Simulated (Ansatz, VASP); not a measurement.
**Two plane-wave programs on SrCl2**

```
Sr Cl
1.0
     0.00000    3.20666    3.34608
     3.20666    0.00000    3.34608
     3.20666    3.20666    0.00000
Sr Cl
1 2
Cartesian
  0.0000 0.0000 0.0000
  1.6033 1.6033 1.6730
  4.8100 4.8100 5.0191
```

Change from the starting cell: strain -0.080 along x and y, -0.040 along z, atoms carried along.

Alike in both runs: task single point; functional PBE; k mesh 6 × 6 × 6; occupations gaussian, width 0.05 eV; no spin polarisation.

|  | VASP | Ansatz |
| --- | --- | --- |
| version | VASP 6.6.1 | Ansatz 0.2.0 |
| potentials or method | VASP PAW PBE potentials, release 64 (Sr_sv, Cl), cutoff 520 eV | scalar-relativistic, plane waves, PAW |
| valence electrons in the cell | 24 | 24 |

|  | VASP | Ansatz | Ansatz less VASP |
| --- | --- | --- | --- |
| gap on the k mesh at the Fermi level (eV) | 5.14 | 5.15 | +0.004 |
| least direct gap on the mesh (eV) | 5.17 | 5.18 | +0.005 |
| pressure (GPa) | 13.9 | 13.6 | -0.27 |
| traceless stress, the component that is largest in VASP (GPa) | -1.97 | -1.99 | -0.021 |
